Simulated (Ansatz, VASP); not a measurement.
## Pt2Rh: VASP beside Ansatz

The input INCAR:

```
SYSTEM = Pt2Rh
ALGO = Fast ; EDIFF = 1E-6
EDIFFG = -0.04 ; ENCUT = 600
GGA = PE ; IBRION = 2
ISIF = 3 ; ISMEAR = 0
LASPH = .TRUE. ; LCHARG = .FALSE.
LREAL = .FALSE. ; LWAVE = .FALSE.
NELM = 100 ; NSW = 90
PREC = Accurate ; SIGMA = 0.1
```

Contents of KPOINTS:

```
k-points
0
G
  4 4 4
  0 0 0
```

POSCAR

```
Pt2Rh
1.0
    0.0000000000      3.5203872253      3.5203872253
    3.5203872253      0.0000000000      3.5203872253
    3.5203872253      3.5203872253      0.0000000000
Rh Pt
2 4
Direct
    0.0000000000      0.0000000000      0.0000000000
    0.2500000000      0.2500000000      0.2500000000
    0.6250000000      0.6250000000      0.6250000000
    0.1250000000      0.6250000000      0.6250000000
    0.6250000000      0.6250000000      0.1250000000
    0.6250000000      0.1250000000      0.6250000000
```

Input for Ansatz:

```yaml
crystal:
  lattice:
    - [0.0, 3.5203872253, 3.5203872253]
    - [3.5203872253, 0.0, 3.5203872253]
    - [3.5203872253, 3.5203872253, 0.0]
  atoms:
    - { symbol: Rh, position: [0.0, 0.0, 0.0] }
    - { symbol: Rh, position: [0.25, 0.25, 0.25] }
    - { symbol: Pt, position: [0.625, 0.625, 0.625] }
    - { symbol: Pt, position: [0.125, 0.625, 0.625] }
    - { symbol: Pt, position: [0.625, 0.625, 0.125] }
    - { symbol: Pt, position: [0.625, 0.125, 0.625] }
basis:
  ecutwfc: 420
kpoints:
  mp_grid: { grid: [4, 4, 4] }
hamiltonian:
  xc: pbe
scf:
  occupations: { method: gaussian, width: 0.1 }
  lower_state_search: "off"
output:
  forces: true
  stress: true
  eigenvalues: true
relax:
  adjacent_minimum: "off"
  f_tol: 0.04
  max_steps: 70
  cell: { stress_tol: 0.4 }
```

Alike in both runs: task relaxation of cell and atoms; functional PBE; k mesh 4 × 4 × 4; occupations gaussian, width 0.1 eV; no spin polarisation.

|  | VASP | Ansatz |
| --- | --- | --- |
| version | VASP 6.6.1 | Ansatz 0.2.0 |
| potentials or method | VASP PAW PBE potentials, release 64 (Rh_pv, Pt), cutoff 600 eV | scalar-relativistic, plane waves, PAW |
| valence electrons in the cell | 70 | 106 |

|  | VASP | Ansatz | Ansatz less VASP |
| --- | --- | --- | --- |
| gap on the k mesh at the Fermi level, each at its own relaxed structure (eV) | none | none | - |
| relaxed volume (Å³/atom) | 16.40 | 16.43 | +0.026 |
| relaxed cell length with the largest relative difference (Å) | 5.183 | 5.185 | +0.0028 |

A gap of «none» marks a metal or a gap that the smearing closes. VASP's potentials hold 70 valence electrons a cell and Ansatz's 106, so a difference there can come from the potentials and not from the codes.

The k mesh is coarse, so the values compare programs but aren't converged. Neither program's run includes spin-orbit coupling.
